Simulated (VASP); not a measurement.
Runs of VASP 6.6.1 on ZnS. The structure is that of space group P6_3mc (No. 186), or close to it. The cells are those of the table. 

```csv
task,cell,k mesh,cutoff (eV),smearing,gap on the mesh (eV),pressure (GPa),relaxed volume (Å³/atom),largest force (eV/Å)
single point,"a = 3.844, b = 3.844, c = 6.302 Å, angles 90.0, 90.0, 120.0°, 4 atoms",6 × 6 × 4,520,gaussian 0.1 eV,2.09,0.2,-,0.01
single point,"a = 3.845, b = 3.845, c = 6.304 Å, angles 90.0, 90.0, 120.0°, 4 atoms",12 × 12 × 4,520,gaussian 0.02 eV,(a),0.2,-,0.01
relaxation of cell and atoms,"relaxed from a = 3.844, b = 3.844, c = 6.302 Å, angles 90.0, 90.0, 120.0°, 4 atoms",12 × 12 × 4,600,gaussian 0.02 eV,(b),0.0,20.24,-
single point,"a = 3.703, b = 3.703, c = 5.976 Å, angles 90.0, 90.0, 120.0°, 4 atoms",6 × 6 × 4,520,gaussian 0.1 eV,2.73,12.2,-,0.07
relaxation of cell and atoms,"relaxed from a = 3.703, b = 3.703, c = 5.976 Å, angles 90.0, 90.0, 120.0°, 4 atoms",6 × 6 × 4,600,gaussian 0.1 eV,2.09,0.2,20.17,0.04
```

Alike in all rows: level PBE; potentials or basis VASP PAW PBE potentials, release 64 (Zn, S); no spin polarisation.

Fill in the values left out.

(a) 2.08; (b) 2.07.

Caveats: the relaxation stopped at a loose force limit of 0.05 eV/Å, so its end isn't a converged minimum (some runs).

A k mesh can miss the band edges.
